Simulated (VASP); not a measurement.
KI:

```
CELL_PARAMETERS angstrom
0.00000 3.53277 3.53277
3.53277 0.00000 3.53277
3.53277 3.53277 0.00000
ATOMIC_POSITIONS crystal
K 0.00000 0.00000 0.00000
I 0.50000 0.50000 0.50000
```

Program: VASP 6.6.1. Alike in all runs: task electric field gradients; no spin polarisation; cell as given; smearing fermi-dirac 0.02 eV.

Task: Order these runs on this cell by their band gap on the k mesh, lowest first.
A. level HSE06; potentials or basis VASP PAW PBE potentials, release 64 (K_sv, I); k mesh 4 × 4 × 4; cutoff (eV) 400; grid for exact exchange (PRECFOCK) Normal; share of exact exchange 0.25; screening parameter 0.2079 1/Å
B. level r2SCAN; potentials or basis VASP PAW PBE potentials, release 64 (K_sv, I); k mesh 7 × 7 × 7; cutoff (eV) 440
C. level PBEsol; potentials or basis VASP PAW PBE potentials, release 64 (K_sv, I); k mesh 4 × 4 × 4; cutoff (eV) 400
D. level LDA; potentials or basis VASP PAW LDA potentials, release 64 (K_sv, I); k mesh 7 × 7 × 7; cutoff (eV) 400

Result: D (3.62 eV), C (3.81 eV), B (4.61 eV), A (4.95 eV).

Caveats: spin-orbit coupling is left out, which moves the levels of the heavy elements; an odd mesh through Γ misses points on the zone boundary, where band edges can lie (at least some runs).

A k mesh can miss the band edges, odd and even meshes differently.
